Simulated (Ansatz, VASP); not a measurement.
## AlN: VASP beside Ansatz

```
CELL_PARAMETERS angstrom
0.00000 2.05312 2.05312
2.05312 0.00000 2.05312
2.05312 2.05312 0.00000
ATOMIC_POSITIONS crystal
Al 0.00000 0.00000 0.00000
N 0.50000 0.50000 0.50000
```

Alike in both runs: task single point; functional PBE; dispersion D3(BJ); k mesh 10 × 10 × 10; occupations gaussian, width 0.05 eV; no spin polarisation.

```csv
,VASP,Ansatz
version,VASP 6.6.1,Ansatz 0.2.0
potentials or method,"VASP PAW PBE potentials, release 64 (Al, N), cutoff 600 eV","scalar-relativistic, plane waves, PAW"
valence electrons in the cell,8,8
```

VASP gave:

```
gap on the k mesh at the Fermi level (eV) : 4.17
least direct gap on the mesh (eV)         : 5.03
pressure (GPa)                            : -12.9
```

Q: Estimate Ansatz's values.

A: gap on the k mesh at the Fermi level (eV): 4.19; least direct gap on the mesh (eV): 5.02; pressure (GPa): -12.5.
